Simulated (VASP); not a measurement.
A run of VASP 6.6.1 is set up as follows.

Contents of INCAR:

```
SYSTEM = CaO
  PREC = Accurate
  ENCUT = 520
  EDIFF = 1E-6
  ISMEAR = 0
  SIGMA = 0.02
  LREAL = .False.
  LASPH = .True.
  NELM = 60
  ALGO = Normal
  ISIF = 2
  LWAVE = .False.
  LCHARG = .True.
  GGA = PE
  LELF = .True.
  LVHAR = .True.
  NBANDS = 15
```

Contents of KPOINTS:

```
Automatic mesh
0
Gamma
  8 8 8
  0 0 0
```

The input POSCAR:

```
CaO
1.0
    0.0000000000      2.3663092302      2.3663092302
    2.3663092302      0.0000000000      2.3663092302
    2.3663092302      2.3663092302      0.0000000000
Ca O
1 1
Direct
    0.0000000000      0.0000000000      0.0000000000
    0.5000000000      0.5000000000      0.5000000000
```

Potentials or basis: VASP PAW PBE potentials, release 64 (Ca_sv, O).

Run with:

```console
$ cat potpaw_PBE.64/Ca_sv/POTCAR potpaw_PBE.64/O/POTCAR > POTCAR
$ mpirun -np 1 vasp_std > vasp.out
```

What does it give for the pressure?

8.1 GPa.

Predict the band gap on the k mesh.

3.62 eV, indirect (least direct gap 3.98 eV).

 A k mesh can miss the band edges.
